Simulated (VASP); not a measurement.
# GaP (F-43m) in VASP: notebook

The runs below take GaP through elastic constants, with PBEsol.

All numbers are computed with VASP 6.6.1; they aren't measurements. Logs are shortened: lines on timing, memory, paths and dates and some standing lists are left out, and cuts for length are marked.

**1. The cell of the first run**

It takes space group F-43m (No. 216, cubic). Conventional cell: a = 5.439 Å, b = 5.439 Å, c = 5.439 Å, α = 90.00°, β = 90.00°, γ = 90.00°. Ga (site symmetry -43m) has 4 P at 2.35 Å within 3.1 Å. P (site symmetry -43m) has 4 Ga at 2.35 Å within 3.1 Å.

**2. Elastic constants, PBEsol**

INCAR

```
SYSTEM = GaP
PREC = Accurate
ENCUT = 600
EDIFF = 1E-8
ISMEAR = 0
SIGMA = 0.01
LREAL = .FALSE.
LASPH = .TRUE.
NELM = 100
ALGO = Normal
ISIF = 3
LWAVE = .FALSE.
LCHARG = .TRUE.
GGA = PS
NBANDS = 16
IBRION = 6
NFREE = 2
POTIM = 0.015
NSW = 1
```

KPOINTS

```
regular mesh
0
G
  8 8 8
  0 0 0
```

POSCAR

```
GaP
1.0
    0.0000000000      2.7192721534      2.7192721534
    2.7192721534      0.0000000000      2.7192721534
    2.7192721534      2.7192721534      0.0000000000
Ga P
1 1
Direct
    0.0000000000      0.0000000000      0.0000000000
    0.7500000000      0.7500000000      0.7500000000
```

Potentials or basis: VASP PAW PBE potentials, release 64 (Ga_d, P).

The run is started by

```sh
cat potpaw_PBE.64/Ga_d/POTCAR potpaw_PBE.64/P/POTCAR > POTCAR
mpirun -np 1 vasp_std > vasp.out
```

OUTCAR:

```text
SYSTEM = GaP
   PREC = Accurate
   ENCUT = 600
   EDIFF = 1E-8
   ISMEAR = 0
   LREAL = .FALSE.
   LASPH = .TRUE.
   NELM = 100
   ISIF = 3
   GGA = PS
   IBRION = 6
   NFREE = 2
   POTIM = 0.015
   NSW = 1

 ion  position               nearest neighbor table
   1  0.000  0.000  0.000-   2 2.35   2 2.35   2 2.35   2 2.35
   2  0.750  0.750  0.750-   1 2.35   1 2.35   1 2.35   1 2.35

  LATTYP: Found a face centered cubic cell.
 ALAT       =     5.4385443068

  Lattice vectors:

 A1 = (   0.0000000000,   2.7192721534,   2.7192721534)
 A2 = (   2.7192721534,   0.0000000000,   2.7192721534)
 A3 = (   2.7192721534,   2.7192721534,   0.0000000000)

Analysis of symmetry for initial positions (statically):
=====================================================================
 Subroutine PRICEL returns:
 Original cell was already a primitive cell.

 Routine SETGRP: Setting up the symmetry group for a
 face centered cubic supercell.

 Subroutine GETGRP returns: Found 24 space group operations
 (whereof 24 operations were pure point group operations)
 out of a pool of 48 trial point group operations.

The static configuration has the point symmetry T_d .

Analysis of symmetry for dynamics (positions and initial velocities):
=====================================================================
 Subroutine PRICEL returns:
 Original cell was already a primitive cell.

 Routine SETGRP: Setting up the symmetry group for a
 face centered cubic supercell.

 Subroutine GETGRP returns: Found 24 space group operations
 (whereof 24 operations were pure point group operations)
 out of a pool of 48 trial point group operations.

The dynamic configuration has the point symmetry T_d .

 Subroutine INISYM returns: Found 24 space group operations
 (whereof 24 operations are pure point group operations),
 and found     1 'primitive' translations

----------------------------------------------------------------------------------------

                                     Primitive cell

  volume of cell :      40.2150

  direct lattice vectors                    reciprocal lattice vectors
     0.000000000  2.719272153  2.719272153    -0.183872732  0.183872732  0.183872732
     2.719272153  0.000000000  2.719272153     0.183872732 -0.183872732  0.183872732
     2.719272153  2.719272153  0.000000000     0.183872732  0.183872732 -0.183872732

  length of vectors
     3.845631559  3.845631559  3.845631559     0.318476914  0.318476914  0.318476914

  position of ions in fractional coordinates (direct lattice)
     0.000000000  0.000000000  0.000000000
     0.750000000  0.750000000  0.750000000

  ion indices of the primitive-cell ions
   primitive index   ion index
                 1           1
                 2           2

----------------------------------------------------------------------------------------

 KPOINTS: regular mesh

Automatic generation of k-mesh.
 Grid dimensions read from file:
 generate k-points for:    8    8    8

 Generating k-lattice:

  Cartesian coordinates                     Fractional coordinates (reciprocal lattice)
    -0.022984092  0.022984092  0.022984092     0.125000000  0.000000000  0.000000000
     0.022984092 -0.022984092  0.022984092     0.000000000  0.125000000  0.000000000
     0.022984092  0.022984092 -0.022984092     0.000000000  0.000000000  0.125000000

  Length of vectors
     0.039809614  0.039809614  0.039809614

  Shift w.r.t. Gamma in fractional coordinates (k-lattice)
     0.000000000  0.000000000  0.000000000

 Subroutine IBZKPT returns following result:
 ===========================================

 Found     29 irreducible k-points:

 Following reciprocal coordinates:
            Coordinates               Weight
  0.000000  0.000000  0.000000      1.000000
  0.125000  0.000000  0.000000      8.000000
  0.250000  0.000000  0.000000      8.000000
  0.375000  0.000000  0.000000      8.000000
  0.500000  0.000000  0.000000      4.000000
  0.125000  0.125000  0.000000      6.000000
[... 39 lines left out ...]
   EDIFFG = 0.1E-06   stopping-criterion for IOM
   NSW    =     61    number of steps for IOM
   IBRION =      6    ionic relax: 0-MD 1-quasi-New 2-CG
   NFREE  =      2    steps in history (QN), initial steepest desc. (CG)
   ISIF   =      3    stress and relaxation
   ISYM   =      2    0-nonsym 1-usesym 2-fastsym
   POTIM  = 0.0150    time-step for ionic-motion
   TEBEG  =    0.0;   TEEND  =   0.0 temperature during run
   PSTRESS=    0.0 pullay stress
   NELECT =      18.0000    total number of electrons
   NUPDOWN=      -1.0000    fix difference up-down
   EMIN   =  10.00;   EMAX   =-10.00  energy-range for DOS
   EFERMI =   0.00;   METHOD = LEGACY
   ISMEAR =     0;   SIGMA  =   0.01  broadening in eV -4-tet -1-fermi 0-gaus
   EFERMI_NEDOS =   21; number of points for ismear=-14 and -15
   IALGO  =     38    algorithm
   IMIX   =      4    mixing-type and parameters
     AMIX     =   0.40;   BMIX     =  1.00
     AMIX_MAG =   1.60;   BMIX_MAG =  1.00
  volume/ion in A,a.u.               =      20.11       135.69
  Fermi-wavevector in a.u.,A,eV,Ry     =   1.252284  2.366474 21.336879  1.568216
  Thomas-Fermi vector in A             =   2.386192
   LORBIT       =      0    0 simple, 1 ext, 2 COOP (PROOUT), +10 PAW based schemes
   GGA     = PS    functional components
   LHFCALC =     F    Hartree Fock is set to
   AEXX    =    0.0000 exact exchange contribution
   IVDW    =     0    specifies the selected vdW correction
   LEPSILON=     F    determine dielectric tensor
   LRPA    =     F    only Hartree local field effects (RPA)
 finite differences with symmetry
 non-spin polarized calculation
 Gauss-broadening in eV      SIGMA  =   0.01
  energy-cutoff  :      600.00
  volume of cell :       40.21
 maximum number of plane-waves:      1363
   NGX = 15   NGY = 15   NGZ = 15

--------------------------------------- Ionic step        1  -------------------------------------------

 number of electron      18.0000005 magnetization

 Free energy of the ion-electron system (eV)
  ---------------------------------------------------
  ext. energy  EPLUGINS =         0.00000000
  ---------------------------------------------------
  free energy    TOTEN  =        -9.92110087 eV

  energy without entropy =       -9.92110087  energy(sigma->0) =       -9.92110087

------------------------ aborting loop because EDIFF is reached ----------------------------------------

  FORCE on cell =-STRESS in cart. coord.  units (eV):
  Direction    XX          YY          ZZ          XY          YZ          ZX
  --------------------------------------------------------------------------------------
  -------------------------------------------------------------------------------------
  Total       -0.0193745     -0.0193745     -0.0193745      0.0000000      0.0000000      0.0000000
  in kB       -0.7718855     -0.7718855     -0.7718855      0.0000000      0.0000000      0.0000000
  external PRESSURE =      -0.7718855 kB  Pullay stress =       0.0000000 kB
[... 89 lines left out ...]
  FREE ENERGIE OF THE ION-ELECTRON SYSTEM (eV)
  ---------------------------------------------------
  free  energy   TOTEN  =        -9.9175639423 eV

  energy  without entropy=       -9.9175639423  energy(sigma->0) =       -9.91756394

 E-fermi :   4.5776     XC(G=0):  -9.9838

 val. band max:        4.5126037154   @ k =   0.0000   0.0000   0.0000
 cond. band min:       5.9755706560   @ k =   0.3750   0.0000   0.3750
 fundamental gap:      1.4629669406
 Fermi energy:         4.5775877868

 k-point     1 :       0.0000    0.0000    0.0000
  band No.  band energies     occupation
      1     -10.0461      2.00000
      2     -10.0416      2.00000
      3     -10.0416      2.00000
      4      -9.9460      2.00000
      5      -9.9440      2.00000
      6      -7.9768      2.00000
[... 435 lines left out ...]
      5      -9.9386      2.00000
      6      -5.5112      2.00000
[... 8 lines left out ...]
     15      16.3186      0.00000
     16      16.8050      0.00000

 [... further k-points ...]

[... ionic steps 4 to 14 ...]

--------------------------------------- Ionic step       15  -------------------------------------------

 number of electron      18.0000002 magnetization

------------------------ aborting loop because EDIFF is reached ----------------------------------------
[... 67 lines left out ...]
--------------------------------------- Ionic step       17  -------------------------------------------

 number of electron      18.0000005 magnetization

 Free energy of the ion-electron system (eV)
  ---------------------------------------------------
  ext. energy  EPLUGINS =         0.00000000
  ---------------------------------------------------
  free energy    TOTEN  =        -9.91997897 eV

  energy without entropy =       -9.91997897  energy(sigma->0) =       -9.91997897

 E-fermi :   4.7596     XC(G=0): -10.0509

 val. band max:        4.6812864523   @ k =   0.0000   0.0000   0.0000
 cond. band min:       6.1322685176   @ k =   0.0000   0.5000   0.5000
 fundamental gap:      1.4509820653
 Fermi energy:         4.7596177442

 k-point     1 :       0.0000    0.0000    0.0000
  band No.  band energies     occupation
      1      -9.9196      2.00000
      2      -9.9177      2.00000
      3      -9.9152      2.00000
      4      -9.8146      2.00000
      5      -9.8146      2.00000
      6      -7.9378      2.00000
[... 476 lines left out ...]
  FREE ENERGIE OF THE ION-ELECTRON SYSTEM (eV)
  ---------------------------------------------------
  free  energy   TOTEN  =        -9.9199789675 eV

  energy  without entropy=       -9.9199789675  energy(sigma->0) =       -9.91997897

 INTERNAL STRAIN TENSORS FROM STRAINED CELLS
 ============================================

 INTERNAL STRAIN TENSOR FOR ION    1 for displacements in x,y,z  (eV/Angst):
          X           Y           Z          XY          YZ          ZX
  --------------------------------------------------------------------------------
  x     0.00000    -0.00000     0.00000     0.00000    -7.60134     0.00000
  y     0.00000     0.00000     0.00000     0.00000     0.00000    -7.60189
  z    -0.00000     0.00000    -0.00000    -7.60122    -0.00000    -0.00000

 INTERNAL STRAIN TENSORS FROM DISPLACED ATOMS
 ============================================

 INTERNAL STRAIN TENSOR FOR ION    1 for displacements in x,y,z  (eV/Angst):
          X           Y           Z          XY          YZ          ZX
  --------------------------------------------------------------------------------
  x     0.00000    -0.00000    -0.00000     0.00000    -7.59491     0.00000
  y    -0.00000    -0.00000    -0.00000     0.00000     0.00000    -7.59491
  z    -0.00000    -0.00000     0.00000    -7.59491     0.00000     0.00000

 INTERNAL STRAIN TENSOR FOR ION    2 for displacements in x,y,z  (eV/Angst):
          X           Y           Z          XY          YZ          ZX
  --------------------------------------------------------------------------------
  x     0.00000     0.00000     0.00000     0.00000     7.59376     0.00000
  y     0.00000     0.00000     0.00000     0.00000     0.00000     7.59376
  z     0.00000     0.00000     0.00000     7.59376     0.00000     0.00000

 Eigenvectors and eigenvalues of the dynamical matrix
 ----------------------------------------------------

   1 f  =   10.660184 THz    66.979912 2PiTHz  355.585466 cm-1    44.086959 meV
             X         Y         Z           dx          dy          dz
      0.000000  0.000000  0.000000     0.000000    0.554716    0.000000
      4.078908  4.078908  4.078908     0.000000   -0.832040    0.000000
[... 21 lines left out ...]
   6 f/i=    0.001312 THz     0.008246 2PiTHz    0.043777 cm-1     0.005428 meV
             X         Y         Z           dx          dy          dz
      0.000000  0.000000  0.000000     0.000000    0.000000    0.832040
      4.078908  4.078908  4.078908     0.000000    0.000000    0.554716

--------------------------------------------------------------------------------------------------------

 ELASTIC MODULI CONTR FROM IONIC RELAXATION (kBar)
 Direction    XX          YY          ZZ          XY          YZ          ZX
 --------------------------------------------------------------------------------
 XX          -0.0000     -0.0000     -0.0000     -0.0000     -0.0000     -0.0000
 YY          -0.0000     -0.0000     -0.0000     -0.0000     -0.0000     -0.0000
 ZZ          -0.0000     -0.0000     -0.0000     -0.0000     -0.0000     -0.0000
 XY          -0.0000     -0.0000     -0.0000   -230.3947      0.0000      0.0000
 YZ          -0.0000     -0.0000     -0.0000      0.0000   -230.3947      0.0000
 ZX          -0.0000     -0.0000     -0.0000      0.0000      0.0000   -230.3947
 --------------------------------------------------------------------------------

 TOTAL ELASTIC MODULI (kBar)
 Direction    XX          YY          ZZ          XY          YZ          ZX
 --------------------------------------------------------------------------------
 XX        1343.9409    596.3032    596.3032      0.0000     -0.0000     -0.0000
 YY         596.3032   1343.9409    596.3032     -0.0000     -0.0000     -0.0000
 ZZ         596.3032    596.3032   1343.9409     -0.0000     -0.0000      0.0000
 XY           0.0000     -0.0000     -0.0000    676.5964      0.0000      0.0000
 YZ          -0.0000     -0.0000     -0.0000      0.0000    676.5964      0.0000
 ZX          -0.0000     -0.0000      0.0000      0.0000      0.0000    676.5964
 --------------------------------------------------------------------------------
```

Run time: 11 min. Hardware: 1 thread of Intel Xeon Platinum 8375C at 2.90GHz (Ice Lake), shared host; peak memory 0.35 GiB.

What came out:

```
Elastic constants C11, C12, C44                         : 134, 60, 68 GPa
Voigt bulk modulus                                      : 85 GPa
Highest phonon frequency at Γ, LO-TO splitting left out : 356 cm⁻¹
```

Phonon frequencies in cm⁻¹ (negative: imaginary):
```tsv
q point	frequencies
(0.000, 0.000, 0.000)	0 0 0 356 356 356
```

Elastic tensor in Voigt notation (GPa, in the Cartesian axes of the cell as first typed):
```
134  60  60   0   0   0
 60 134  60   0   0   0
 60  60 134   0   0   0
  0   0   0  68   0   0
  0   0   0   0  68   0
  0   0   0   0   0  68
```

Clamped-ion elastic tensor (GPa):
```
134  60  60   0   0   0
 60 134  60   0   0   0
 60  60 134   0   0   0
  0   0   0  91   0   0
  0   0   0   0  91   0
  0   0   0   0   0  91
```

Caveat: the PAW data sets were made with another functional, which shifts forces and pressure a little.

(Part 1 of 2 ends here.)
